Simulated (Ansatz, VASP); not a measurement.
One calculation of RbH2, two programs

```
Rb H
1.0
     4.11295    0.01801    0.00787
     2.03653    4.26192    0.01301
     2.03351    0.69399    7.27598
Rb H
2 4
Direct
  0.33490 0.62680 0.87801
  0.27327 0.23017 0.39734
  0.95916 0.19101 0.06612
  0.72998 0.54620 0.16729
  0.62684 0.71219 0.20595
  0.88155 0.81987 0.59114
```

Alike in both runs: functional PBE; k mesh 6 × 6 × 4; occupations gaussian, width 0.02 eV; no spin polarisation.

Ansatz relaxed the structure, and its values are those at the end. VASP's run is a single point on that final structure, the one shown.

```csv
,VASP,Ansatz
version,VASP 6.6.1,Ansatz 0.2.0
potentials or method,"VASP PAW PBE potentials, release 64 (Rb_sv, H), cutoff 520 eV","scalar-relativistic, plane waves, PAW"
valence electrons in the cell,22,22
```

```csv
,VASP,Ansatz,Ansatz less VASP
gap on the k mesh at the Fermi level (eV),3.15,3.15,+0.002
least direct gap on the mesh (eV),3.42,3.42,+0.001
pressure (GPa),0.0,0.0,+0.04
rms of the force components (eV/Å),0.004,0.003,-0.0015
```
